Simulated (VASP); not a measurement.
# SnSe (Fm-3m) in VASP: further runs

The runs below take SnSe through single point, with PBE, PBEsol.

All numbers are computed with VASP 6.6.1; they aren't measurements. Logs are shortened: lines on timing, memory, paths and dates and some standing lists are left out, and cuts for length are marked.

### 1 The cell of the first run

The structure is cubic, space group Fm-3m (No. 225). The conventional cell has a = 6.021 Å, b = 6.021 Å, c = 6.021 Å, α = 90.00°, β = 90.00°, γ = 90.00°. Sn (site symmetry m-3m) has 6 Se at 3.01 Å within 4.0 Å. Within 4.0 Å of Se (site symmetry m-3m) lie 6 Sn at 3.01 Å.

### 2 Single point, PBE

The input, INCAR:

```
ALGO = Normal
EDIFF = 1E-7
ENCUT = 520
GGA = PE
ISIF = 2
ISMEAR = -1
LASPH = True
LCHARG = False
LREAL = False
LWAVE = False
NBANDS = 17
NELM = 60
PREC = Accurate
SIGMA = 0.05
```

The input, KPOINTS:

```
k-points
0
Gamma
  11 11 11
```

The input, POSCAR:

```
SnSe
1.0
    0.0000000000      3.0104337128      3.0104337128
    3.0104337128      0.0000000000      3.0104337128
    3.0104337128      3.0104337128      0.0000000000
Sn Se
1 1
Direct
    0.0000000000      0.0000000000      0.0000000000
    0.5000000000      0.5000000000      0.5000000000
```

Potentials or basis: VASP PAW PBE potentials, release 64 (Sn_d, Se).

Started as:

```bash
> cat potpaw_PBE.64/Sn_d/POTCAR potpaw_PBE.64/Se/POTCAR > POTCAR
> mpirun -np 1 vasp_std > vasp.out
```

OUTCAR:

```text
EDIFF = 1E-7
   ENCUT = 520
   GGA = PE
   ISIF = 2
   ISMEAR = -1
   LASPH = True
   LREAL = False
   NELM = 60
   PREC = Accurate

 ion  position               nearest neighbor table
   1  0.000  0.000  0.000-   2 3.01   2 3.01   2 3.01   2 3.01   2 3.01   2 3.01
   2  0.500  0.500  0.500-   1 3.01   1 3.01   1 3.01   1 3.01   1 3.01   1 3.01

  LATTYP: Found a face centered cubic cell.
 ALAT       =     6.0208674256

  Lattice vectors:

 A1 = (   0.0000000000,   3.0104337128,   3.0104337128)
 A2 = (   3.0104337128,   0.0000000000,   3.0104337128)
 A3 = (   3.0104337128,   3.0104337128,   0.0000000000)

Analysis of symmetry for initial positions (statically):
=====================================================================
 Subroutine PRICEL returns:
 Original cell was already a primitive cell.

 Routine SETGRP: Setting up the symmetry group for a
 face centered cubic supercell.

 Subroutine GETGRP returns: Found 48 space group operations
 (whereof 48 operations were pure point group operations)
 out of a pool of 48 trial point group operations.

The static configuration has the point symmetry O_h .

Analysis of symmetry for dynamics (positions and initial velocities):
=====================================================================
 Subroutine PRICEL returns:
 Original cell was already a primitive cell.

 Routine SETGRP: Setting up the symmetry group for a
 face centered cubic supercell.

 Subroutine GETGRP returns: Found 48 space group operations
 (whereof 48 operations were pure point group operations)
 out of a pool of 48 trial point group operations.

The dynamic configuration has the point symmetry O_h .

 Subroutine INISYM returns: Found 48 space group operations
 (whereof 48 operations are pure point group operations),
 and found     1 'primitive' translations

----------------------------------------------------------------------------------------

                                     Primitive cell

  volume of cell :      54.5654

  direct lattice vectors                    reciprocal lattice vectors
     0.000000000  3.010433713  3.010433713    -0.166089025  0.166089025  0.166089025
     3.010433713  0.000000000  3.010433713     0.166089025 -0.166089025  0.166089025
     3.010433713  3.010433713  0.000000000     0.166089025  0.166089025 -0.166089025

  length of vectors
     4.257396185  4.257396185  4.257396185     0.287674630  0.287674630  0.287674630
[... 78 lines left out ...]
   LASPH  =      T    aspherical Exc in radial PAW
   ENCUT  =  520.0 eV  38.22 Ry    6.18 a.u.   7.92  7.92  7.92*2*pi/ulx,y,z
   NELM   =     60;   NELMIN=  2; NELMDL= -5     # of ELM steps
   EDIFF  = 0.1E-06   stopping-criterion for ELM
   LREAL  =      F    real-space projection
   EDIFFG = 0.1E-05   stopping-criterion for IOM
   NSW    =      0    number of steps for IOM
   IBRION =     -1    ionic relax: 0-MD 1-quasi-New 2-CG
   NFREE  =      0    steps in history (QN), initial steepest desc. (CG)
   ISIF   =      2    stress and relaxation
   ISYM   =      2    0-nonsym 1-usesym 2-fastsym
   POTIM  = 0.5000    time-step for ionic-motion
   TEBEG  =    0.0;   TEEND  =   0.0 temperature during run
   PSTRESS=    0.0 pullay stress
   NELECT =      20.0000    total number of electrons
   NUPDOWN=      -1.0000    fix difference up-down
   EMIN   =  10.00;   EMAX   =-10.00  energy-range for DOS
   EFERMI =   0.00;   METHOD = LEGACY
   ISMEAR =    -1;   SIGMA  =   0.05  broadening in eV -4-tet -1-fermi 0-gaus
   EFERMI_NEDOS =   21; number of points for ismear=-14 and -15
   IALGO  =     38    algorithm
   IMIX   =      4    mixing-type and parameters
     AMIX     =   0.40;   BMIX     =  1.00
     AMIX_MAG =   1.60;   BMIX_MAG =  1.00
  volume/ion in A,a.u.               =      27.28       184.11
  Fermi-wavevector in a.u.,A,eV,Ry     =   1.171599  2.214002 18.675967  1.372645
  Thomas-Fermi vector in A             =   2.308041
   LORBIT       =      0    0 simple, 1 ext, 2 COOP (PROOUT), +10 PAW based schemes
   GGA     = PE    functional components
   LHFCALC =     F    Hartree Fock is set to
   AEXX    =    0.0000 exact exchange contribution
   IVDW    =     0    specifies the selected vdW correction
   LEPSILON=     F    determine dielectric tensor
   LRPA    =     F    only Hartree local field effects (RPA)
 non-spin polarized calculation
  energy-cutoff  :      520.00
  volume of cell :       54.57
 maximum number of plane-waves:      1480
   NGX = 15   NGY = 15   NGZ = 15

 number of electron      20.0000005 magnetization

 Free energy of the ion-electron system (eV)
  ---------------------------------------------------
  ext. energy  EPLUGINS =         0.00000000
  ---------------------------------------------------
  free energy    TOTEN  =        -8.21219458 eV

  energy without entropy =       -8.21202053  energy(sigma->0) =       -8.21210756

 E-fermi :   5.7968     XC(G=0):  -9.5948

 val. band max:        5.5439381307   @ k =  -0.3636   0.0909   0.0000
 cond. band min:       6.0513179883   @ k =  -0.3636   0.0909   0.0000
 fundamental gap:      0.5073798576
 Fermi energy:         5.7967895367

 k-point     1 :       0.0000    0.0000    0.0000
  band No.  band energies     occupation
      1     -16.0203      2.00000
      2     -16.0203      2.00000
      3     -16.0203      2.00000
      4     -16.0180      2.00000
      5     -16.0180      2.00000
      6      -8.2748      2.00000
[... 457 lines left out ...]
      4     -16.0149      2.00000
      5     -16.0107      2.00000
      6      -7.7255      2.00000
[... 9 lines left out ...]
     16      14.6039      0.00000
     17      15.0207      0.00000

 [... further k-points ...]

------------------------ aborting loop because EDIFF is reached ----------------------------------------

  FORCE on cell =-STRESS in cart. coord.  units (eV):
  Direction    XX          YY          ZZ          XY          YZ          ZX
  --------------------------------------------------------------------------------------
  -------------------------------------------------------------------------------------
  Total        0.3518518      0.3518518      0.3518518      0.0000000      0.0000000      0.0000000
  in kB       10.3312578     10.3312578     10.3312578      0.0000000      0.0000000      0.0000000
  external PRESSURE =      10.3312578 kB  Pullay stress =       0.0000000 kB

 VOLUME and BASIS-vectors are now :
 -----------------------------------------------------------------------------
  energy-cutoff  :      520.00
  volume of cell :       54.57
      direct lattice vectors                 reciprocal lattice vectors
     0.000000000  3.010433713  3.010433713    -0.166089025  0.166089025  0.166089025
     3.010433713  0.000000000  3.010433713     0.166089025 -0.166089025  0.166089025
     3.010433713  3.010433713  0.000000000     0.166089025  0.166089025 -0.166089025

 POSITION                                       TOTAL-FORCE (eV/Angst)
 -----------------------------------------------------------------------------------
      0.00000      0.00000      0.00000         0.000000      0.000000     -0.000000
      3.01043      3.01043      3.01043        -0.000000     -0.000000      0.000000
 -----------------------------------------------------------------------------------
    total drift:                                0.000000     -0.000000     -0.000000

  FREE ENERGIE OF THE ION-ELECTRON SYSTEM (eV)
  ---------------------------------------------------
  free  energy   TOTEN  =        -8.2121945832 eV

  energy  without entropy=       -8.2120205296  energy(sigma->0) =       -8.21210756
```

OSZICAR:

```text
N       E                     dE             d eps       ncg     rms          rms(c)
DAV:   1     0.135050960676E+03    0.13505E+03   -0.97715E+03  1916   0.143E+03
DAV:   2     0.460394569621E+01   -0.13045E+03   -0.12684E+03  2057   0.351E+02
DAV:   3    -0.806507094990E+01   -0.12669E+02   -0.12496E+02  2320   0.945E+01
DAV:   4    -0.838957344747E+01   -0.32450E+00   -0.32426E+00  2295   0.161E+01
DAV:   5    -0.839858929753E+01   -0.90159E-02   -0.90153E-02  2725   0.264E+00    0.305E+00
DAV:   6    -0.821122198342E+01    0.18737E+00   -0.46300E-01  2799   0.389E+00    0.181E+00
DAV:   7    -0.821001254447E+01    0.12094E-02   -0.82106E-02  2251   0.127E+00    0.908E-01
DAV:   8    -0.821233114415E+01   -0.23186E-02   -0.89523E-03  2301   0.840E-01    0.126E-01
DAV:   9    -0.821210995185E+01    0.22119E-03   -0.14070E-03  2721   0.306E-01    0.535E-02
DAV:  10    -0.821218856433E+01   -0.78612E-04   -0.18048E-04  2151   0.765E-02    0.119E-02
DAV:  11    -0.821219436980E+01   -0.58055E-05   -0.18209E-05  2625   0.383E-02    0.275E-03
DAV:  12    -0.821219466263E+01   -0.29284E-06   -0.13620E-06  2385   0.114E-02    0.149E-03
DAV:  13    -0.821219458325E+01    0.79386E-07   -0.80864E-08  1871   0.256E-03
   1 F= -.82121946E+01 E0= -.82121076E+01  d E =-.174054E-03
```

Run time: 32 s. Hardware: 1 thread of Intel Xeon 6975P-C, shared host; peak memory 0.21 GiB.

What came out:

| Item | Value |
| --- | --- |
| Free energy | -8.2122 eV |
| Pressure | 1.0 GPa |

Caveat: this odd mesh misses L, where the gap lies, so gap, dielectric constants and Born charges aren't listed; spin-orbit coupling is left out, which moves the levels of the heavy elements.

### 3 Single point, PBEsol

The input, INCAR:

```
PREC     = Accurate       # precision mode
ENCUT    = 520            # plane-wave cutoff, eV
EDIFF    = 1E-6           # SCF threshold, eV
ISMEAR   = -1             # smearing method
SIGMA    = 0.05           # smearing width, eV
LREAL    = F              # projectors in reciprocal space
LASPH    = T              # aspherical terms in the spheres
NELM     = 60             # most SCF steps
ALGO     = Normal         # electronic algorithm
ISIF     = 2              # what is computed and relaxed
LWAVE    = F              # write WAVECAR
LCHARG   = F              # write CHGCAR
GGA      = PS             # functional
NBANDS   = 17             # bands
```

The input, KPOINTS:

```
regular mesh
0
Gamma
  11 11 11
```

POSCAR is that of step 2.

Potentials or basis: VASP PAW PBE potentials, release 64 (Sn_d, Se).

Started as:

```bash
> cat potpaw_PBE.64/Sn_d/POTCAR potpaw_PBE.64/Se/POTCAR > POTCAR
> mpirun -np 1 vasp_std > vasp.out
```

Wall time 30 s (1 thread of Intel Xeon 6975P-C, shared host); peak memory 0.21 GiB.

The run converged. Its results:

```
Free energy : -8.9658 eV
Pressure    : -1.8 GPa
```

Levels at points of the mesh, in eV from the Fermi level:
| k point | band 8 | band 9 | band 10 | band 11 | band 12 | band 13 |
| --- | --- | --- | --- | --- | --- | --- |
| (0.00, 0.00, 0.00) | -2.35 | -2.35 | -2.35 | 4.11 | 4.11 | 4.11 |

Caveat: this odd mesh misses L, where the gap lies, so gap, dielectric constants and Born charges aren't listed; the PAW data sets were made with another functional, which shifts forces and pressure a little; spin-orbit coupling is left out, which moves the levels of the heavy elements.

(Continued in part 2 of 2.)
